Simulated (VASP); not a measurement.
# LiH (Fm-3m) in VASP: a series of runs

Aim: see how the results for LiH move with the level of theory and the settings. Levels: PBEsol, LDA. Tasks: relaxation of cell and atoms, single point.

Everything below comes from runs of VASP 6.6.1. Logs are shortened: lines on timing, memory, paths and dates and some standing lists are left out, and cuts for length are marked.

## (1) The cell of the first run

It takes space group Fm-3m (No. 225, cubic). The conventional cell has a = 4.074 Å, b = 4.074 Å, c = 4.074 Å, α = 90.00°, β = 90.00°, γ = 90.00°. Within 2.7 Å of Li (site symmetry m-3m) lie 6 H at 2.04 Å. Within 2.7 Å of H (site symmetry m-3m) lie 6 Li at 2.04 Å.

## (2) Relaxation of cell and atoms, PBEsol, target pressure 10 GPa, at which the enthalpy is minimised

File INCAR:

```
SYSTEM = LiH
  PREC = Accurate
  ENCUT = 600
  EDIFF = 1E-6
  ISMEAR = -1
  SIGMA = 0.05
  LREAL = .False.
  LASPH = .True.
  NELM = 60
  ALGO = Normal
  ISIF = 3
  LWAVE = .False.
  LCHARG = .False.
  GGA = PS
  IBRION = 2
  NSW = 80
  EDIFFG = -0.005
  PSTRESS = 100.0
```

File KPOINTS:

```
Automatic mesh
0
Gamma
  11 11 11
  0 0 0
```

File POSCAR:

```
LiH
1.0
    0.0000000000      2.0367500000      2.0367500000
    2.0367500000      0.0000000000      2.0367500000
    2.0367500000      2.0367500000      0.0000000000
Li H
1 1
Direct
    0.0000000000      0.0000000000      0.0000000000
    0.5000000000      0.5000000000      0.5000000000
```

Potentials or basis: VASP PAW PBE potentials, release 64 (Li_sv, H).

Run with:

```sh
cat potpaw_PBE.64/Li_sv/POTCAR potpaw_PBE.64/H/POTCAR > POTCAR
mpirun -np 1 vasp_std > vasp.out
```

OUTCAR:

```text
SYSTEM = LiH
   PREC = Accurate
   ENCUT = 600
   EDIFF = 1E-6
   ISMEAR = -1
   LREAL = .False.
   LASPH = .True.
   NELM = 60
   ISIF = 3
   GGA = PS
   IBRION = 2
   NSW = 80
   EDIFFG = -0.005
   PSTRESS = 100.0

 ion  position               nearest neighbor table
   1  0.000  0.000  0.000-
   2  0.500  0.500  0.500-

  LATTYP: Found a face centered cubic cell.
 ALAT       =     4.0735000000

  Lattice vectors:

 A1 = (   0.0000000000,   2.0367500000,   2.0367500000)
 A2 = (   2.0367500000,   0.0000000000,   2.0367500000)
 A3 = (   2.0367500000,   2.0367500000,   0.0000000000)

Analysis of symmetry for initial positions (statically):
=====================================================================
 Subroutine PRICEL returns:
 Original cell was already a primitive cell.

 Routine SETGRP: Setting up the symmetry group for a
 face centered cubic supercell.

 Subroutine GETGRP returns: Found 48 space group operations
 (whereof 48 operations were pure point group operations)
 out of a pool of 48 trial point group operations.

The static configuration has the point symmetry O_h .

Analysis of symmetry for dynamics (positions and initial velocities):
=====================================================================
 Subroutine PRICEL returns:
 Original cell was already a primitive cell.

 Routine SETGRP: Setting up the symmetry group for a
 face centered cubic supercell.

 Subroutine GETGRP returns: Found 48 space group operations
 (whereof 48 operations were pure point group operations)
 out of a pool of 48 trial point group operations.

The dynamic configuration has the point symmetry O_h .

 Subroutine INISYM returns: Found 48 space group operations
 (whereof 48 operations are pure point group operations),
 and found     1 'primitive' translations

----------------------------------------------------------------------------------------

                                     Primitive cell

  volume of cell :      16.8983

  direct lattice vectors                    reciprocal lattice vectors
     0.000000000  2.036750000  2.036750000    -0.245489137  0.245489137  0.245489137
     2.036750000  0.000000000  2.036750000     0.245489137 -0.245489137  0.245489137
     2.036750000  2.036750000  0.000000000     0.245489137  0.245489137 -0.245489137

  length of vectors
     2.880399473  2.880399473  2.880399473     0.425199658  0.425199658  0.425199658

  position of ions in fractional coordinates (direct lattice)
     0.000000000  0.000000000  0.000000000
     0.500000000  0.500000000  0.500000000

  ion indices of the primitive-cell ions
   primitive index   ion index
                 1           1
                 2           2

----------------------------------------------------------------------------------------

 KPOINTS: Automatic mesh

Automatic generation of k-mesh.
 Grid dimensions read from file:
 generate k-points for:   11   11   11

 Generating k-lattice:

  Cartesian coordinates                     Fractional coordinates (reciprocal lattice)
    -0.022317194  0.022317194  0.022317194     0.090909091  0.000000000  0.000000000
     0.022317194 -0.022317194  0.022317194     0.000000000  0.090909091  0.000000000
     0.022317194  0.022317194 -0.022317194     0.000000000  0.000000000  0.090909091

  Length of vectors
     0.038654514  0.038654514  0.038654514

  Shift w.r.t. Gamma in fractional coordinates (k-lattice)
     0.000000000  0.000000000  0.000000000

 Subroutine IBZKPT returns following result:
 ===========================================

 Found     56 irreducible k-points:

 Following reciprocal coordinates:
            Coordinates               Weight
  0.000000  0.000000  0.000000      1.000000
  0.090909  0.000000  0.000000      8.000000
  0.181818  0.000000  0.000000      8.000000
  0.272727  0.000000  0.000000      8.000000
  0.363636  0.000000  0.000000      8.000000
  0.454545  0.000000  0.000000      8.000000
[... 16 lines left out ...]
 -0.272727  0.181818  0.000000     24.000000
 -0.181818  0.181818  0.000000     12.000000
 [... further k-points ...]
   k-points           NKPTS =     56   k-points in BZ     NKDIM =     56   number of bands    NBANDS=      6
   number of dos      NEDOS =    301   number of ions     NIONS =      2
   total plane-waves  NPLWV =  13824
   dimension x,y,z NGX =    24 NGY =   24 NGZ =   24
   dimension x,y,z NGXF=    48 NGYF=   48 NGZF=   48
   ions per type =               1   1
   NGX,Y,Z   is equivalent  to a cutoff of  13.85, 13.85, 13.85 a.u.
   NGXF,Y,Z  is equivalent  to a cutoff of  27.70, 27.70, 27.70 a.u.
 SYSTEM =  LiH
   PREC   = accura    normal or accurate (medium, high low for compatibility)
   ISTART =      0    job   : 0-new  1-cont  2-samecut
   ICHARG =      2    charge: 1-file 2-atom 10-const
   ISPIN  =      1    spin polarized calculation?
   LNONCOLLINEAR =      F non collinear calculations
   LSORBIT =      F    spin-orbit coupling
   LASPH  =      T    aspherical Exc in radial PAW
   ENCUT  =  600.0 eV  44.10 Ry    6.64 a.u.   5.75  5.75  5.75*2*pi/ulx,y,z
   NELM   =     60;   NELMIN=  2; NELMDL= -5     # of ELM steps
   EDIFF  = 0.1E-05   stopping-criterion for ELM
   LREAL  =      F    real-space projection
   EDIFFG = -.5E-02   stopping-criterion for IOM
   NSW    =     80    number of steps for IOM
   IBRION =      2    ionic relax: 0-MD 1-quasi-New 2-CG
   NFREE  =      1    steps in history (QN), initial steepest desc. (CG)
   ISIF   =      3    stress and relaxation
   ISYM   =      2    0-nonsym 1-usesym 2-fastsym
   POTIM  = 0.5000    time-step for ionic-motion
   TEBEG  =    0.0;   TEEND  =   0.0 temperature during run
   PSTRESS=  100.0 pullay stress
   NELECT =       4.0000    total number of electrons
   NUPDOWN=      -1.0000    fix difference up-down
   EMIN   =  10.00;   EMAX   =-10.00  energy-range for DOS
   EFERMI =   0.00;   METHOD = LEGACY
   ISMEAR =    -1;   SIGMA  =   0.05  broadening in eV -4-tet -1-fermi 0-gaus
   EFERMI_NEDOS =   21; number of points for ismear=-14 and -15
   IALGO  =     38    algorithm
   IMIX   =      4    mixing-type and parameters
     AMIX     =   0.40;   BMIX     =  1.00
     AMIX_MAG =   1.60;   BMIX_MAG =  1.00
  volume/ion in A,a.u.               =       8.45        57.02
  Fermi-wavevector in a.u.,A,eV,Ry     =   1.012699  1.913724 13.953585  1.025560
  Thomas-Fermi vector in A             =   2.145824
   LORBIT       =      0    0 simple, 1 ext, 2 COOP (PROOUT), +10 PAW based schemes
   GGA     = PS    functional components
   LHFCALC =     F    Hartree Fock is set to
   AEXX    =    0.0000 exact exchange contribution
   IVDW    =     0    specifies the selected vdW correction
   LEPSILON=     F    determine dielectric tensor
   LRPA    =     F    only Hartree local field effects (RPA)
 conjugate gradient relaxation of ions
 non-spin polarized calculation
  energy-cutoff  :      600.00
  volume of cell :       16.90
 maximum number of plane-waves:       572
   NGX = 11   NGY = 11   NGZ = 11

--------------------------------------- Ionic step        1  -------------------------------------------

 number of electron       3.9999999 magnetization

 Free energy of the ion-electron system (eV)
  ---------------------------------------------------
  ext. energy  EPLUGINS =         0.00000000
  ---------------------------------------------------
  free energy    TOTEN  =        -6.11339909 eV

  energy without entropy =       -6.11339909  energy(sigma->0) =       -6.11339909

------------------------ aborting loop because EDIFF is reached ----------------------------------------

  FORCE on cell =-STRESS in cart. coord.  units (eV):
  Direction    XX          YY          ZZ          XY          YZ          ZX
  --------------------------------------------------------------------------------------
  -------------------------------------------------------------------------------------
  Total       -0.2582978     -0.2582978     -0.2582978     -0.0000000      0.0000000     -0.0000000
  in kB      -24.4899661    -24.4899661    -24.4899661     -0.0000000      0.0000000     -0.0000000
  external PRESSURE =    -124.4899661 kB  Pullay stress =     100.0000000 kB
[... 137 lines left out ...]
  enthalpy is  TOTEN    =        -5.2408189858 eV   P V=        0.8039168520

--------------------------------------- Ionic step        5  -------------------------------------------

 number of electron       3.9999998 magnetization

 Free energy of the ion-electron system (eV)
  ---------------------------------------------------
  ext. energy  EPLUGINS =         0.00000000
  ---------------------------------------------------
  free energy    TOTEN  =        -6.04944944 eV

  energy without entropy =       -6.04944944  energy(sigma->0) =       -6.04944944

 E-fermi :   2.2948     XC(G=0):  -9.3387

 val. band max:        1.2310686720   @ k =  -0.4545   0.4545   0.0000
 cond. band min:       3.9981181930   @ k =  -0.4545   0.4545   0.0000
 fundamental gap:      2.7670495210
 Fermi energy:         2.2947687153

 k-point     1 :       0.0000    0.0000    0.0000
  band No.  band energies     occupation
      1     -42.3101      2.00000
      2      -5.0968      2.00000
      3      20.4328      0.00000
      4      21.3074      0.00000
      5      21.3074      0.00000
      6      21.3074      0.00000

 k-point     2 :       0.0909    0.0000    0.0000
  band No.  band energies     occupation
      1     -42.3013      2.00000
      2      -4.9437      2.00000
      3      18.4001      0.00000
      4      20.7398      0.00000
      5      20.8937      0.00000
      6      20.8938      0.00000
[... 190 lines left out ...]
 k-point    24 :      -0.1818    0.1818    0.0000
  band No.  band energies     occupation
      1     -42.2369      2.00000
      2      -3.4673      2.00000
      3      12.3488      0.00000
      4      12.9964      0.00000
      5      19.5686      0.00000
      6      20.9277      0.00000

 [... further k-points ...]

------------------------ aborting loop because EDIFF is reached ----------------------------------------

  FORCE on cell =-STRESS in cart. coord.  units (eV):
  Direction    XX          YY          ZZ          XY          YZ          ZX
  --------------------------------------------------------------------------------------
  -------------------------------------------------------------------------------------
  Total        0.8063411      0.8063411      0.8063411      0.0000000     -0.0000000     -0.0000000
  in kB       99.7270022     99.7270022     99.7270022      0.0000000     -0.0000000     -0.0000000
  external PRESSURE =      -0.2729978 kB  Pullay stress =     100.0000000 kB
[... 17 lines left out ...]
  FREE ENERGIE OF THE ION-ELECTRON SYSTEM (eV)
  ---------------------------------------------------
  free  energy   TOTEN  =        -6.0494494448 eV

  energy  without entropy=       -6.0494494447  energy(sigma->0) =       -6.04944944

  enthalpy is  TOTEN    =        -5.2409010416 eV   P V=        0.8085484032

 reached required accuracy - stopping structural energy minimisation
```

Wall time 26 s (1 thread of AMD EPYC 7R43 (Zen 3), shared host); peak memory 0.1 GiB.

Results:

| Property | Result |
| --- | --- |
| Free energy | -6.0494 eV |
| Relaxed volume | 6.48 Å³/atom |
| Relaxed cell | a = 2.636 Å, b = 2.636 Å, c = 2.636 Å, α = 60.00°, β = 60.00°, γ = 60.00° |
| Space group after relaxing (to 0.05 Å) | Fm-3m (No. 225) |
| Energy change on relaxing (the enthalpy is what falls) | +32.0 meV/atom |
| Ionic steps | 5 |
| Pressure after relaxing | 10.0 GPa |
| Band gap on the k mesh | 2.77 eV, direct |

Step by step:
```csv
step,energy change (eV),largest force (eV/Å),pressure (GPa),volume (Å³)
1,0.0000,0.0000,-2.45,16.90
2,-0.0088,0.0000,0.87,15.34
3,0.0313,0.0000,6.96,13.58
4,0.0687,0.0000,10.39,12.88
5,0.0639,0.0000,9.97,12.95
```

Final structure:
```
Li H
1.0
     0.00000    1.86407    1.86407
     1.86407    0.00000    1.86407
     1.86407    1.86407    0.00000
Li H
1 1
Direct
  0.00000 0.00000 0.00000
  0.50000 0.50000 0.50000
```

Levels at points of the mesh, in eV from the valence-band top:
```csv
k point,band 1,band 2,band 3,band 4,band 5,band 6
"(0.00, 0.00, 0.00)",-43.54,-6.33,19.20,20.08,20.08,20.08
```

Caveat: the cutoff is under 1.25 times the usual one of these potentials, so pressure, stress and relaxed cells hold a basis-set (Pulay) error; the cell is relaxed towards a set pressure, so the enthalpy falls and the energy may rise; the volume moved by over 15 % at a fixed basis, so the end points are rough; the PAW data sets were made with another functional, which shifts forces and pressure a little. A k mesh can miss the band edges.

[end of part 1 of 2]
